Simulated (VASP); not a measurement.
# Cu (Fd-3m) in VASP: a series of runs

The runs below take Cu through single point, with PBEsol.

Everything below comes from runs of VASP 6.6.1. Logs are shortened: lines on timing, memory, paths and dates and some standing lists are left out, and cuts for length are marked.

### Step 1. The cell of the first run

The structure is cubic, space group Fd-3m (No. 227). Conventional cell: a = 4.816 Å, b = 4.816 Å, c = 4.816 Å, α = 90.00°, β = 90.00°, γ = 90.00°. Cu (site symmetry -43m) has 4 Cu at 2.09 Å within 2.8 Å.

### Step 2. Single point, PBEsol (volume scaled by 0.78)

INCAR

```
ALGO = Normal
EDIFF = 1E-6
ENCUT = 520
GGA = PS
ISIF = 2
ISMEAR = -1
LASPH = T
LCHARG = F
LREAL = F
LWAVE = F
NBANDS = 18
NELM = 60
PREC = Accurate
SIGMA = 0.1
```

KPOINTS

```
k-points
0
Gamma
  14 14 14
```

POSCAR

```
Cu
1.0
    0.0000000000      2.4080073574      2.4080073574
    2.4080073574      0.0000000000      2.4080073574
    2.4080073574      2.4080073574      0.0000000000
Cu
2
Direct
   -0.1250000000     -0.1250000000     -0.1250000000
    0.1250000000      0.1250000000      0.1250000000
```

Potentials or basis: VASP PAW PBE potentials, release 64 (Cu).

Run with:

```console
$ cat potpaw_PBE.64/Cu/POTCAR > POTCAR
$ mpirun -np 1 vasp_std > vasp.out
```

OUTCAR:

```text
EDIFF = 1E-6
   ENCUT = 520
   GGA = PS
   ISIF = 2
   ISMEAR = -1
   LASPH = T
   LREAL = F
   NELM = 60
   PREC = Accurate

 ion  position               nearest neighbor table
   1  0.875  0.875  0.875-   2 2.09   2 2.09   2 2.09   2 2.09
   2  0.125  0.125  0.125-   1 2.09   1 2.09   1 2.09   1 2.09

  LATTYP: Found a face centered cubic cell.
 ALAT       =     4.8160147148

  Lattice vectors:

 A1 = (   0.0000000000,   2.4080073574,   2.4080073574)
 A2 = (   2.4080073574,   0.0000000000,   2.4080073574)
 A3 = (   2.4080073574,   2.4080073574,   0.0000000000)

Analysis of symmetry for initial positions (statically):
=====================================================================
 Subroutine PRICEL returns:
 Original cell was already a primitive cell.

 Routine SETGRP: Setting up the symmetry group for a
 face centered cubic supercell.

 Subroutine GETGRP returns: Found 48 space group operations
 (whereof 12 operations were pure point group operations)
 out of a pool of 48 trial point group operations.

The static configuration has the point symmetry D_3d.
 The point group associated with its full space group is O_h .

Analysis of symmetry for dynamics (positions and initial velocities):
=====================================================================
 Subroutine PRICEL returns:
 Original cell was already a primitive cell.

 Routine SETGRP: Setting up the symmetry group for a
 face centered cubic supercell.

 Subroutine GETGRP returns: Found 48 space group operations
 (whereof 12 operations were pure point group operations)
 out of a pool of 48 trial point group operations.

The dynamic configuration has the point symmetry D_3d.
 The point group associated with its full space group is O_h .

 Subroutine INISYM returns: Found 48 space group operations
 (whereof 12 operations are pure point group operations),
 and found     1 'primitive' translations

----------------------------------------------------------------------------------------

                                     Primitive cell

  volume of cell :      27.9257

  direct lattice vectors                    reciprocal lattice vectors
     0.000000000  2.408007357  2.408007357    -0.207640562  0.207640562  0.207640562
     2.408007357  0.000000000  2.408007357     0.207640562 -0.207640562  0.207640562
     2.408007357  2.408007357  0.000000000     0.207640562  0.207640562 -0.207640562

  length of vectors
     3.405436663  3.405436663  3.405436663     0.359644002  0.359644002  0.359644002

  position of ions in fractional coordinates (direct lattice)
     0.875000000  0.875000000  0.875000000
     0.125000000  0.125000000  0.125000000

  ion indices of the primitive-cell ions
   primitive index   ion index
                 1           1
                 2           2

----------------------------------------------------------------------------------------

 KPOINTS: k-points

Automatic generation of k-mesh.
 Grid dimensions read from file:
 generate k-points for:   14   14   14

 Generating k-lattice:

  Cartesian coordinates                     Fractional coordinates (reciprocal lattice)
    -0.014831469  0.014831469  0.014831469     0.071428571  0.000000000  0.000000000
     0.014831469 -0.014831469  0.014831469     0.000000000  0.071428571  0.000000000
     0.014831469  0.014831469 -0.014831469     0.000000000  0.000000000  0.071428571

  Length of vectors
     0.025688857  0.025688857  0.025688857

  Shift w.r.t. Gamma in fractional coordinates (k-lattice)
     0.000000000  0.000000000  0.000000000

 Subroutine IBZKPT returns following result:
 ===========================================

 Found    104 irreducible k-points:

 Following reciprocal coordinates:
            Coordinates               Weight
  0.000000  0.000000  0.000000      1.000000
  0.071429  0.000000  0.000000      8.000000
  0.142857  0.000000  0.000000      8.000000
  0.214286  0.000000  0.000000      8.000000
  0.285714  0.000000  0.000000      8.000000
  0.357143  0.000000  0.000000      8.000000
[... 16 lines left out ...]
  0.214286  0.142857  0.000000     24.000000
  0.285714  0.142857  0.000000     24.000000
 [... further k-points ...]
   k-points           NKPTS =    104   k-points in BZ     NKDIM =    104   number of bands    NBANDS=     18
   number of dos      NEDOS =    301   number of ions     NIONS =      2
   total plane-waves  NPLWV =  21952
   dimension x,y,z NGX =    28 NGY =   28 NGZ =   28
   dimension x,y,z NGXF=    56 NGYF=   56 NGZF=   56
   ions per type =               2
   NGX,Y,Z   is equivalent  to a cutoff of  13.67, 13.67, 13.67 a.u.
   NGXF,Y,Z  is equivalent  to a cutoff of  27.34, 27.34, 27.34 a.u.
 SYSTEM =  unknown system
   PREC   = accura    normal or accurate (medium, high low for compatibility)
   ISTART =      0    job   : 0-new  1-cont  2-samecut
   ICHARG =      2    charge: 1-file 2-atom 10-const
   ISPIN  =      1    spin polarized calculation?
   LNONCOLLINEAR =      F non collinear calculations
   LSORBIT =      F    spin-orbit coupling
   LASPH  =      T    aspherical Exc in radial PAW
   ENCUT  =  520.0 eV  38.22 Ry    6.18 a.u.   6.33  6.33  6.33*2*pi/ulx,y,z
   NELM   =     60;   NELMIN=  2; NELMDL= -5     # of ELM steps
   EDIFF  = 0.1E-05   stopping-criterion for ELM
   LREAL  =      F    real-space projection
   EDIFFG = 0.1E-04   stopping-criterion for IOM
   NSW    =      0    number of steps for IOM
   IBRION =     -1    ionic relax: 0-MD 1-quasi-New 2-CG
   NFREE  =      0    steps in history (QN), initial steepest desc. (CG)
   ISIF   =      2    stress and relaxation
   ISYM   =      2    0-nonsym 1-usesym 2-fastsym
   POTIM  = 0.5000    time-step for ionic-motion
   TEBEG  =    0.0;   TEEND  =   0.0 temperature during run
   PSTRESS=    0.0 pullay stress
   NELECT =      22.0000    total number of electrons
   NUPDOWN=      -1.0000    fix difference up-down
   EMIN   =  10.00;   EMAX   =-10.00  energy-range for DOS
   EFERMI =   0.00;   METHOD = LEGACY
   ISMEAR =    -1;   SIGMA  =   0.10  broadening in eV -4-tet -1-fermi 0-gaus
   EFERMI_NEDOS =   21; number of points for ismear=-14 and -15
   IALGO  =     38    algorithm
   IMIX   =      4    mixing-type and parameters
     AMIX     =   0.40;   BMIX     =  1.00
     AMIX_MAG =   1.60;   BMIX_MAG =  1.00
  volume/ion in A,a.u.               =      13.96        94.23
  Fermi-wavevector in a.u.,A,eV,Ry     =   1.511987  2.857240 31.104322  2.286103
  Thomas-Fermi vector in A             =   2.621971
   LORBIT       =      0    0 simple, 1 ext, 2 COOP (PROOUT), +10 PAW based schemes
   GGA     = PS    functional components
   LHFCALC =     F    Hartree Fock is set to
   AEXX    =    0.0000 exact exchange contribution
   IVDW    =     0    specifies the selected vdW correction
   LEPSILON=     F    determine dielectric tensor
   LRPA    =     F    only Hartree local field effects (RPA)
 non-spin polarized calculation
  energy-cutoff  :      520.00
  volume of cell :       27.93
 maximum number of plane-waves:       763
 NGX is ok and might be reduce to    28
   NGX = 13   NGY = 13   NGZ = 13

 number of electron      21.9999998 magnetization

 Free energy of the ion-electron system (eV)
  ---------------------------------------------------
  ext. energy  EPLUGINS =         0.00000000
  ---------------------------------------------------
  free energy    TOTEN  =        -5.63503498 eV

  energy without entropy =       -5.61130255  energy(sigma->0) =       -5.62316876

 E-fermi :   5.5980     XC(G=0): -11.6950

 val. band max:        5.5595297838   @ k =  -0.4286   0.3571   0.0000
 cond. band min:       5.6487997594   @ k =  -0.4286   0.2857   0.0000
 fundamental gap:      0.0892699756
 Fermi energy:         5.5980045804

 k-point     1 :       0.0000    0.0000    0.0000
  band No.  band energies     occupation
      1      -2.6243      2.00000
      2       1.3446      2.00000
      3       1.3446      2.00000
      4       1.3931      2.00000
      5       1.3931      2.00000
      6       1.3931      2.00000
[... 10 lines left out ...]
     17      18.3126      0.00000
     18      20.9952      0.00000

 k-point     2 :       0.0714    0.0000    0.0000
  band No.  band energies     occupation
      1      -2.5218      2.00000
      2       1.2590      2.00000
      3       1.2590      2.00000
      4       1.3975      2.00000
      5       1.4994      2.00000
      6       1.4994      2.00000
[... 10 lines left out ...]
     17      19.2236      0.00000
     18      21.1208      0.00000

 k-point     3 :       0.1429    0.0000    0.0000
  band No.  band energies     occupation
      1      -2.2184      2.00000
      2       1.1879      2.00000
      3       1.1879      2.00000
      4       1.4133      2.00000
      5       1.6222      2.00000
      6       1.6222      2.00000
[... 10 lines left out ...]
     17      20.0241      0.00000
     18      21.1625      0.00000

 k-point     4 :       0.2143    0.0000    0.0000
  band No.  band energies     occupation
      1      -1.7288      2.00000
      2       1.1584      2.00000
      3       1.1584      2.00000
      4       1.4468      2.00000
      5       1.7070      2.00000
      6       1.7070      2.00000
[... 10 lines left out ...]
     17      20.1340      0.00000
     18      20.9796      0.00000

 k-point     5 :       0.2857    0.0000    0.0000
  band No.  band energies     occupation
      1      -1.0865      2.00000
      2       1.1728      2.00000
      3       1.1728      2.00000
      4       1.4977      2.00000
      5       1.7228      2.00000
      6       1.7228      2.00000
[... 10 lines left out ...]
     17      19.5732      0.00000
     18      20.7334      0.00000

 k-point     6 :       0.3571    0.0000    0.0000
  band No.  band energies     occupation
      1      -0.3657      2.00000
      2       1.2284      2.00000
      3       1.2284      2.00000
      4       1.5324      2.00000
      5       1.6674      2.00000
      6       1.6674      2.00000
[... 10 lines left out ...]
     17      19.0506      0.00000
     18      20.5290      0.00000

 k-point     7 :       0.4286    0.0000    0.0000
  band No.  band energies     occupation
      1       0.2769      2.00000
      2       1.3166      2.00000
      3       1.3166      2.00000
      4       1.4772      2.00000
      5       1.5670      2.00000
      6       1.5670      2.00000
[... 10 lines left out ...]
     17      18.7161      0.00000
     18      20.4010      0.00000

 k-point     8 :       0.5000    0.0000    0.0000
  band No.  band energies     occupation
      1       0.5679      2.00000
      2       1.3968      2.00000
      3       1.3968      2.00000
      4       1.4000      2.00000
      5       1.4804      2.00000
      6       1.4804      2.00000
[... 10 lines left out ...]
     17      18.6023      0.00000
     18      20.3579      0.00000
[... 229 lines left out ...]
     17      20.2864      0.00000
     18      21.6958      0.00000

 k-point    20 :      -0.1429    0.0714    0.0000
  band No.  band energies     occupation
      1      -1.9861      2.00000
      2       1.0880      2.00000
      3       1.2523      2.00000
      4       1.4216      2.00000
      5       1.6100      2.00000
      6       1.7444      2.00000
[... 10 lines left out ...]
     17      20.4839      0.00000
     18      20.9651      0.00000

 k-point    21 :      -0.0714    0.0714    0.0000
  band No.  band energies     occupation
      1      -2.3522      2.00000
      2       1.1538      2.00000
      3       1.2742      2.00000
      4       1.4073      2.00000
      5       1.5260      2.00000
      6       1.6243      2.00000
[... 10 lines left out ...]
     17      19.9116      0.00000
     18      21.0004      0.00000

 k-point    22 :       0.1429    0.1429    0.0000
  band No.  band energies     occupation
      1      -2.0813      2.00000
      2       0.9973      2.00000
      3       1.4208      2.00000
      4       1.4208      2.00000
      5       1.4911      2.00000
      6       1.7763      2.00000
[... 10 lines left out ...]
     17      22.2263      0.00000
     18      22.2263      0.00000

 k-point    23 :       0.2143    0.1429    0.0000
  band No.  band energies     occupation
      1      -1.7180      2.00000
      2       0.9325      2.00000
      3       1.4010      2.00000
      4       1.4337      2.00000
      5       1.5942      2.00000
      6       1.8781      2.00000
[... 10 lines left out ...]
     17      22.5754      0.00000
     18      23.0197      0.00000

 k-point    24 :       0.2857    0.1429    0.0000
  band No.  band energies     occupation
      1      -1.1825      2.00000
      2       0.9080      2.00000
      3       1.3979      2.00000
      4       1.4516      2.00000
      5       1.6606      2.00000
      6       1.9514      2.00000
[... 10 lines left out ...]
     17      22.4840      0.00000
     18      22.5465      0.00000

 [... further k-points ...]

------------------------ aborting loop because EDIFF is reached ----------------------------------------

  FORCE on cell =-STRESS in cart. coord.  units (eV):
  Direction    XX          YY          ZZ          XY          YZ          ZX
  --------------------------------------------------------------------------------------
  -------------------------------------------------------------------------------------
  Total        5.4471240      5.4471240      5.4471240      0.0000000     -0.0000000     -0.0000000
  in kB      312.5175583    312.5175583    312.5175583      0.0000000     -0.0000000     -0.0000000
  external PRESSURE =     312.5175583 kB  Pullay stress =       0.0000000 kB

 VOLUME and BASIS-vectors are now :
 -----------------------------------------------------------------------------
  energy-cutoff  :      520.00
  volume of cell :       27.93
      direct lattice vectors                 reciprocal lattice vectors
     0.000000000  2.408007357  2.408007357    -0.207640562  0.207640562  0.207640562
     2.408007357  0.000000000  2.408007357     0.207640562 -0.207640562  0.207640562
     2.408007357  2.408007357  0.000000000     0.207640562  0.207640562 -0.207640562

 POSITION                                       TOTAL-FORCE (eV/Angst)
 -----------------------------------------------------------------------------------
      4.21401      4.21401      4.21401         0.000000     -0.000000      0.000000
      0.60200      0.60200      0.60200        -0.000000      0.000000     -0.000000
 -----------------------------------------------------------------------------------
    total drift:                                0.000000      0.000000     -0.000000

  FREE ENERGIE OF THE ION-ELECTRON SYSTEM (eV)
  ---------------------------------------------------
  free  energy   TOTEN  =        -5.6350349752 eV

  energy  without entropy=       -5.6113025463  energy(sigma->0) =       -5.62316876
```

It took 32 s on 1 thread of AMD EPYC 9R45 (Zen 5), shared host; peak memory 0.15 GiB.

What came out:

```yaml
Free_energy: -5.6350 eV
Pressure: 31.3 GPa
Band_gap_on_the_k_mesh: zero (band 11 reaches 6.43 eV, above the bottom of band 12 at 5.33 eV)
```

Caveat: the PAW data sets were made with another functional, which shifts forces and pressure a little.

### Step 3. Single point, PBEsol (volume scaled by 0.88)

INCAR

```
PREC = Accurate ; ENCUT = 520
EDIFF = 1E-7 ; ISMEAR = -1
SIGMA = 0.1 ; LREAL = False
LASPH = True ; NELM = 100
ALGO = Normal ; ISIF = 2
LWAVE = False ; LCHARG = True
GGA = PS ; LELF = True
LVHAR = True ; NBANDS = 18
```

KPOINTS

```
Automatic mesh
0
Gamma
  14 14 14
```

POSCAR

```
Cu
1.0
    0.0000000000      2.5068046946      2.5068046946
    2.5068046946      0.0000000000      2.5068046946
    2.5068046946      2.5068046946      0.0000000000
Cu
2
Direct
   -0.1250000000     -0.1250000000     -0.1250000000
    0.1250000000      0.1250000000      0.1250000000
```

Potentials or basis: VASP PAW PBE potentials, release 64 (Cu).

Run with:

```console
$ cat potpaw_PBE.64/Cu/POTCAR > POTCAR
$ mpirun -np 1 vasp_std > vasp.out
```

It took 37 s on 1 thread of AMD EPYC 9R45 (Zen 5), shared host; peak memory 0.16 GiB.

Results (log left out):

- Free energy: -6.1043 eV
- Pressure: 12.3 GPa
- Band gap on the k mesh: zero (band 11 reaches 5.04 eV, above the bottom of band 12 at 4.00 eV)

Levels at points of the mesh, in eV from the Fermi level:
```csv
k point,band 8,band 9,band 10,band 11,band 12,band 13,band 14,band 15
"(0.00, 0.00, 0.00)",-2.26,-2.26,-1.36,-1.36,11.17,11.17,11.17,11.87
"(0.50, 0.00, 0.00)",-1.96,-1.96,-1.49,-1.49,-0.32,7.98,7.98,12.05
"(0.50, 0.50, 0.00)",-2.47,-1.37,-1.37,0.27,0.27,3.91,3.91,8.77
```

Caveat: the PAW data sets were made with another functional, which shifts forces and pressure a little.

(Continued in part 2 of 2.)
